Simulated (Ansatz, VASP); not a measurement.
Two plane-wave programs on GaN

```
CELL_PARAMETERS angstrom
0.00000 2.24896 2.24896
2.24896 0.00000 2.24896
2.24896 2.24896 0.00000
ATOMIC_POSITIONS crystal
Ga 0.00000 0.00000 0.00000
N 0.75000 0.75000 0.75000
```

Alike in both runs: functional PBEsol; k mesh 10 × 10 × 10; occupations gaussian, width 0.02 eV; no spin polarisation.

Ansatz relaxed the structure, and its values are those at the end. VASP's run is a single point on that final structure, the one shown.

|  | VASP | Ansatz |
| --- | --- | --- |
| version | VASP 6.6.1 | Ansatz 0.2.0 |
| potentials or method | VASP PAW PBE potentials, release 64 (Ga_d, N), cutoff 600 eV | scalar-relativistic, plane waves, PAW |
| valence electrons in the cell | 18 | 18 |

```tsv
	VASP	Ansatz	Ansatz less VASP
gap on the k mesh at the Fermi level (eV)	1.72	1.70	-0.017
least direct gap on the mesh (eV)	1.72	1.70	-0.017
pressure (GPa)	-0.4	0.0	+0.36
```

VASP's potentials were made for PBE, not for PBEsol. With one functional, cell and mesh, what is left measures potentials, basis and numerics.
